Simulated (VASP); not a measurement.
# Rh (P6_3/mmc) in VASP: notebook

Aim: see how the results for Rh move with the level of theory and the settings. Levels: PBEsol, r2SCAN+D4. Tasks: single point.

Everything below comes from runs of VASP 6.6.1. Logs are shortened: lines on timing, memory, paths and dates and some standing lists are left out, and cuts for length are marked.

## 1. The cell of the first run

It takes space group P6_3/mmc (No. 194, hexagonal). The conventional cell has a = 2.677 Å, b = 2.677 Å, c = 8.715 Å, α = 90.00°, β = 90.00°, γ = 120.00°. Within 3.5 Å of Rh (site symmetry -3m) lie 12 Rh at 2.67 to 2.68 Å. Within 3.5 Å of Rh (site symmetry -6m2) lie 12 Rh at 2.67 to 2.68 Å.

This isn't the form of Rh at room conditions, which is fcc.

## 2. Single point, PBEsol

Contents of INCAR:

```
PREC = Accurate
ENCUT = 520
EDIFF = 1E-7
ISMEAR = 1
SIGMA = 0.1
LREAL = False
LASPH = True
NELM = 60
ALGO = Normal
ISIF = 2
LWAVE = False
LCHARG = False
GGA = PS
NBANDS = 38
```

Contents of KPOINTS:

```
Automatic mesh
0
Gamma
  9 9 3
```

Contents of POSCAR:

```
Rh
1.0
    2.6766645629     -0.0000002871      0.0000000000
   -1.3383320329      2.3180596524      0.0000000000
    0.0000000000      0.0000000000      8.7146960315
Rh
4
Direct
    0.0000000000      0.0000000000      0.0000000000
    0.3333333333      0.6666666667      0.2500000000
    0.0000000000      0.0000000000      0.5000000000
    0.6666666667      0.3333333333      0.7500000000
```

Potentials or basis: VASP PAW PBE potentials, release 64 (Rh_pv).

The run is started by

```
cat potpaw_PBE.64/Rh_pv/POTCAR > POTCAR
mpirun -np 1 vasp_std > vasp.out
```

OUTCAR:

```text
PREC = Accurate
   ENCUT = 520
   EDIFF = 1E-7
   ISMEAR = 1
   LREAL = False
   LASPH = True
   NELM = 60
   ISIF = 2
   GGA = PS

 ion  position               nearest neighbor table
   1  0.000  0.000  0.000-   2 2.67   4 2.67   4 2.67   2 2.67   4 2.67   2 2.67
   2  0.333  0.667  0.250-   1 2.67   3 2.67   1 2.67   3 2.67   1 2.67   3 2.67
   3  0.000  0.000  0.500-   2 2.67   4 2.67   4 2.67   2 2.67   4 2.67   2 2.67
   4  0.667  0.333  0.750-   1 2.67   3 2.67   1 2.67   3 2.67   1 2.67   3 2.67

  LATTYP: Found a hexagonal cell.
 ALAT       =     2.6766645629
 C/A-ratio  =     3.2558043142

  Lattice vectors:

 A1 = (   2.6766645629,  -0.0000002871,   0.0000000000)
 A2 = (  -1.3383320329,   2.3180596524,   0.0000000000)
 A3 = (   0.0000000000,   0.0000000000,   8.7146960315)

Analysis of symmetry for initial positions (statically):
=====================================================================
 Subroutine PRICEL returns:
 Original cell was already a primitive cell.

 Routine SETGRP: Setting up the symmetry group for a
 hexagonal supercell.

 Subroutine GETGRP returns: Found 24 space group operations
 (whereof 12 operations were pure point group operations)
 out of a pool of 24 trial point group operations.

The static configuration has the point symmetry D_3d.
 The point group associated with its full space group is D_6h.

Analysis of symmetry for dynamics (positions and initial velocities):
=====================================================================
 Subroutine PRICEL returns:
 Original cell was already a primitive cell.

 Routine SETGRP: Setting up the symmetry group for a
 hexagonal supercell.

 Subroutine GETGRP returns: Found 24 space group operations
 (whereof 12 operations were pure point group operations)
 out of a pool of 24 trial point group operations.

The dynamic configuration has the point symmetry D_3d.
 The point group associated with its full space group is D_6h.

 Subroutine INISYM returns: Found 24 space group operations
 (whereof 12 operations are pure point group operations),
 and found     1 'primitive' translations

----------------------------------------------------------------------------------------

                                     Primitive cell

  volume of cell :      54.0718

  direct lattice vectors                    reciprocal lattice vectors
     2.676664563 -0.000000287  0.000000000     0.373599321  0.215697615  0.000000000
    -1.338332033  2.318059652  0.000000000     0.000000046  0.431395310  0.000000000
     0.000000000  0.000000000  8.714696032     0.000000000  0.000000000  0.114748695

  length of vectors
     2.676664563  2.676664563  8.714696032     0.431395310  0.431395310  0.114748695

  position of ions in fractional coordinates (direct lattice)
     0.000000000  0.000000000  0.000000000
     0.333333333  0.666666667  0.250000000
     0.000000000  0.000000000  0.500000000
     0.666666667  0.333333333  0.750000000

  ion indices of the primitive-cell ions
   primitive index   ion index
                 1           1
                 2           2
                 3           3
                 4           4

----------------------------------------------------------------------------------------

 KPOINTS: Automatic mesh

Automatic generation of k-mesh.
 Grid dimensions read from file:
 generate k-points for:    9    9    3

 Generating k-lattice:

  Cartesian coordinates                     Fractional coordinates (reciprocal lattice)
     0.041511036  0.023966402  0.000000000     0.111111111  0.000000000  0.000000000
     0.000000005  0.047932812  0.000000000     0.000000000  0.111111111  0.000000000
     0.000000000  0.000000000  0.038249565     0.000000000  0.000000000  0.333333333

  Length of vectors
     0.047932812  0.047932812  0.038249565

  Shift w.r.t. Gamma in fractional coordinates (k-lattice)
     0.000000000  0.000000000  0.000000000

 Subroutine IBZKPT returns following result:
 ===========================================

 Found     24 irreducible k-points:

 Following reciprocal coordinates:
            Coordinates               Weight
  0.000000  0.000000  0.000000      1.000000
  0.111111  0.000000  0.000000      6.000000
  0.222222  0.000000  0.000000      6.000000
  0.333333  0.000000  0.000000      6.000000
  0.444444  0.000000  0.000000      6.000000
  0.111111  0.111111  0.000000      6.000000
[... 16 lines left out ...]
  0.333333  0.222222  0.333333     24.000000
  0.333333  0.333333  0.333333      4.000000
   k-points           NKPTS =     24   k-points in BZ     NKDIM =     24   number of bands    NBANDS=     38
   number of dos      NEDOS =    301   number of ions     NIONS =      4
   total plane-waves  NPLWV =  28000
   dimension x,y,z NGX =    20 NGY =   20 NGZ =   70
   dimension x,y,z NGXF=    40 NGYF=   40 NGZF=  140
   ions per type =               4
   NGX,Y,Z   is equivalent  to a cutoff of  12.42, 12.42, 13.35 a.u.
   NGXF,Y,Z  is equivalent  to a cutoff of  24.84, 24.84, 26.71 a.u.
 SYSTEM =  unknown system
   PREC   = accura    normal or accurate (medium, high low for compatibility)
   ISTART =      0    job   : 0-new  1-cont  2-samecut
   ICHARG =      2    charge: 1-file 2-atom 10-const
   ISPIN  =      1    spin polarized calculation?
   LNONCOLLINEAR =      F non collinear calculations
   LSORBIT =      F    spin-orbit coupling
   LASPH  =      T    aspherical Exc in radial PAW
   ENCUT  =  520.0 eV  38.22 Ry    6.18 a.u.   4.98  4.98 16.20*2*pi/ulx,y,z
   NELM   =     60;   NELMIN=  2; NELMDL= -5     # of ELM steps
   EDIFF  = 0.1E-06   stopping-criterion for ELM
   LREAL  =      F    real-space projection
   EDIFFG = 0.1E-05   stopping-criterion for IOM
   NSW    =      0    number of steps for IOM
   IBRION =     -1    ionic relax: 0-MD 1-quasi-New 2-CG
   NFREE  =      0    steps in history (QN), initial steepest desc. (CG)
   ISIF   =      2    stress and relaxation
   ISYM   =      2    0-nonsym 1-usesym 2-fastsym
   POTIM  = 0.5000    time-step for ionic-motion
   TEBEG  =    0.0;   TEEND  =   0.0 temperature during run
   PSTRESS=    0.0 pullay stress
   NELECT =      60.0000    total number of electrons
   NUPDOWN=      -1.0000    fix difference up-down
   EMIN   =  10.00;   EMAX   =-10.00  energy-range for DOS
   EFERMI =   0.00;   METHOD = LEGACY
   ISMEAR =     1;   SIGMA  =   0.10  broadening in eV -4-tet -1-fermi 0-gaus
   EFERMI_NEDOS =   21; number of points for ismear=-14 and -15
   IALGO  =     38    algorithm
   IMIX   =      4    mixing-type and parameters
     AMIX     =   0.40;   BMIX     =  1.00
     AMIX_MAG =   1.60;   BMIX_MAG =  1.00
  volume/ion in A,a.u.               =      13.52        91.22
  Fermi-wavevector in a.u.,A,eV,Ry     =   1.694865  3.202830 39.083630  2.872566
  Thomas-Fermi vector in A             =   2.776012
   LORBIT       =      0    0 simple, 1 ext, 2 COOP (PROOUT), +10 PAW based schemes
   GGA     = PS    functional components
   LHFCALC =     F    Hartree Fock is set to
   AEXX    =    0.0000 exact exchange contribution
   IVDW    =     0    specifies the selected vdW correction
   LEPSILON=     F    determine dielectric tensor
   LRPA    =     F    only Hartree local field effects (RPA)
 non-spin polarized calculation
 Methfessel and Paxton  Order N= 1 SIGMA  =   0.10
  energy-cutoff  :      520.00
  volume of cell :       54.07
 maximum number of plane-waves:      1491
 NGX is ok and might be reduce to    20
   NGX =  9   NGY =  9   NGZ = 33

 number of electron      59.9999996 magnetization

 Free energy of the ion-electron system (eV)
  ---------------------------------------------------
  ext. energy  EPLUGINS =         0.00000000
  ---------------------------------------------------
  free energy    TOTEN  =       -32.49308651 eV

  energy without entropy =      -32.49068112  energy(sigma->0) =      -32.49228471

 E-fermi :  12.0795     XC(G=0): -14.3275

 val. band max:       12.0585473395   @ k =   0.3333   0.0000   0.3333
 cond. band min:      12.0832690352   @ k =   0.2222   0.0000   0.3333
 fundamental gap:      0.0247216958
 Fermi energy:        12.0794928369

 k-point     1 :       0.0000    0.0000    0.0000
  band No.  band energies     occupation
      1     -35.0817      2.00000
      2     -34.6961      2.00000
      3     -34.6958      2.00000
      4     -34.4012      2.00000
      5     -34.4012      2.00000
      6     -34.3571      2.00000
[... 30 lines left out ...]
     37      20.8446      0.00000
     38      26.5128      0.00000

 k-point     2 :       0.1111    0.0000    0.0000
  band No.  band energies     occupation
      1     -35.0516      2.00000
      2     -34.7071      2.00000
      3     -34.7049      2.00000
      4     -34.4694      2.00000
      5     -34.4233      2.00000
      6     -34.4090      2.00000
[... 30 lines left out ...]
     37      20.7698      0.00000
     38      26.9937      0.00000

 k-point     3 :       0.2222    0.0000    0.0000
  band No.  band energies     occupation
      1     -34.9707      2.00000
      2     -34.7794      2.00000
      3     -34.7624      2.00000
      4     -34.6328      2.00000
      5     -34.5589      2.00000
      6     -34.4791      2.00000
[... 30 lines left out ...]
     37      20.6401      0.00000
     38      26.6525      0.00000

 k-point     4 :       0.3333    0.0000    0.0000
  band No.  band energies     occupation
      1     -34.9334      2.00000
      2     -34.9290      2.00000
      3     -34.8198      2.00000
      4     -34.8118      2.00000
      5     -34.7580      2.00000
      6     -34.5358      2.00000
[... 30 lines left out ...]
     37      20.6057      0.00000
     38      22.9642      0.00000
[... 703 lines left out ...]
      4     -34.8424      2.00000
      5     -34.7035      2.00000
      6     -34.6452      2.00000
[... 30 lines left out ...]
     37      23.2121      0.00000
     38      23.3928      0.00000

 k-point    23 :       0.3333    0.2222    0.3333
  band No.  band energies     occupation
      1     -34.9551      2.00000
      2     -34.9314      2.00000
      3     -34.8914      2.00000
      4     -34.8782      2.00000
      5     -34.7124      2.00000
      6     -34.7014      2.00000
[... 30 lines left out ...]
     37      21.5997      0.00000
     38      21.7369      0.00000

 k-point    24 :       0.3333    0.3333    0.3333
  band No.  band energies     occupation
      1     -34.8976      2.00000
      2     -34.8835      2.00000
      3     -34.8835      2.00000
      4     -34.8273      2.00000
      5     -34.7776      2.00000
      6     -34.7776      2.00000
[... 30 lines left out ...]
     37      20.1414      0.00000
     38      20.1414      0.00000

------------------------ aborting loop because EDIFF is reached ----------------------------------------

  FORCE on cell =-STRESS in cart. coord.  units (eV):
  Direction    XX          YY          ZZ          XY          YZ          ZX
  --------------------------------------------------------------------------------------
  -------------------------------------------------------------------------------------
  Total       -0.0395931     -0.0395931      0.0096945      0.0000000      0.0000000      0.0000000
  in kB       -1.1731668     -1.1731668      0.2872524      0.0000000      0.0000000      0.0000000
  external PRESSURE =      -0.6863604 kB  Pullay stress =       0.0000000 kB

 VOLUME and BASIS-vectors are now :
 -----------------------------------------------------------------------------
  energy-cutoff  :      520.00
  volume of cell :       54.07
      direct lattice vectors                 reciprocal lattice vectors
     2.676664563 -0.000000287  0.000000000     0.373599321  0.215697615  0.000000000
    -1.338332033  2.318059652  0.000000000     0.000000046  0.431395310  0.000000000
     0.000000000  0.000000000  8.714696032     0.000000000  0.000000000  0.114748695

 POSITION                                       TOTAL-FORCE (eV/Angst)
 -----------------------------------------------------------------------------------
      0.00000      0.00000      0.00000        -0.000000      0.000000     -0.000000
      0.00000      1.54537      2.17867         0.000000      0.000000      0.000000
      0.00000      0.00000      4.35735        -0.000000      0.000000     -0.000000
      1.33833      0.77269      6.53602        -0.000000     -0.000000      0.000000
 -----------------------------------------------------------------------------------
    total drift:                                0.000000     -0.000000      0.000000

  FREE ENERGIE OF THE ION-ELECTRON SYSTEM (eV)
  ---------------------------------------------------
  free  energy   TOTEN  =       -32.4930865093 eV

  energy  without entropy=      -32.4906811219  energy(sigma->0) =      -32.49228471
```

It took 1.7 min on 1 thread of Intel Xeon 8259CL, shared host; peak memory 0.18 GiB.

Results:

```
Free energy            : -32.4931 eV
Pressure               : -0.1 GPa
Band gap on the k mesh : zero (bands 30 and 31 overlap by 1.66 eV)
```

Stress tensor (GPa, compression positive):
```
-0.12  0.00  0.00
 0.00 -0.12  0.00
 0.00  0.00  0.03
```

Caveat: the PAW data sets were made with another functional, which shifts forces and pressure a little.

## 3. Single point, r2SCAN+D4

This run uses another cell than the first one, of 13.60 Å³/atom.

Contents of POSCAR:

```
Rh
1.0
    2.6826431865     -0.0000002877      0.0000000000
   -1.3413213441      2.3232372926      0.0000000000
    0.0000000000      0.0000000000      8.7312061159
Rh
4
Direct
    0.0000000000      0.0000000000      0.0000000000
    0.3333333333      0.6666666667      0.2500000000
    0.0000000000      0.0000000000      0.5000000000
    0.6666666667      0.3333333333      0.7500000000
```

Contents of INCAR.step1:

```
SYSTEM = Rh
PREC     = Accurate       ! precision mode
ENCUT    = 520            ! plane-wave cutoff, eV
ISMEAR   = 1              ! smearing method
SIGMA    = 0.1            ! smearing width, eV
LREAL    = .False.        ! projectors in reciprocal space
LASPH    = .True.         ! aspherical terms in the spheres
NELM     = 60             ! most SCF steps
NBANDS   = 38             ! bands
GGA      = PE             ! functional
ALGO     = Normal         ! electronic algorithm
EDIFF    = 1E-4           ! SCF threshold, eV
LWAVE    = .True.         ! write WAVECAR
LCHARG   = .False.        ! write CHGCAR
```

Contents of INCAR.step2:

```
SYSTEM = Rh
PREC     = Accurate       ! precision mode
ENCUT    = 520            ! plane-wave cutoff, eV
EDIFF    = 1E-6           ! SCF threshold, eV
ISMEAR   = 1              ! smearing method
SIGMA    = 0.1            ! smearing width, eV
LREAL    = .False.        ! projectors in reciprocal space
LASPH    = .True.         ! aspherical terms in the spheres
NELM     = 60             ! most SCF steps
ALGO     = Normal         ! electronic algorithm
ISIF     = 2              ! what is computed and relaxed
LWAVE    = .False.        ! write WAVECAR
LCHARG   = .False.        ! write CHGCAR
METAGGA  = R2SCAN         ! meta-GGA
LMIXTAU  = .True.       
IVDW     = 13             ! dispersion correction
VDW_S6   = 1.0          
VDW_S8   = 0.6018749    
VDW_A1   = 0.51559235   
VDW_A2   = 5.77342911   
NBANDS   = 38             ! bands
ISTART   = 1
```

Contents of KPOINTS:

```
regular mesh
0
Gamma
  9 9 3
  0 0 0
```

Potentials or basis: VASP PAW PBE potentials, release 64 (Rh_pv).

The run is started by

```
cat potpaw_PBE.64/Rh_pv/POTCAR > POTCAR
cp INCAR.step1 INCAR
mpirun -np 1 vasp_std > vasp.out
cp INCAR.step2 INCAR
mpirun -np 1 vasp_std > vasp.out
```

Wall time 12 min (1 thread of Intel Xeon 8259CL, shared host); peak memory 0.19 GiB.

It converged, with:

- Free energy: -97.5997 eV
- Pressure: 1.3 GPa
- Band gap on the k mesh: zero (bands 30 and 31 overlap by 1.71 eV)
- Dispersion energy per atom: -0.284 eV

Stress tensor (GPa, compression positive):
```
1.23 0.00 0.00
0.00 1.23 0.00
0.00 0.00 1.34
```

Levels at points of the mesh, in eV from the Fermi level:
```tsv
k point	band 27	band 28	band 29	band 30	band 31	band 32	band 33	band 34
(0.00, 0.00, 0.00)	-2.75	-1.56	-1.56	-0.92	-0.92	-0.37	-0.37	0.46
```

Caveat: the PAW data sets were made with another functional, which shifts forces and pressure a little.
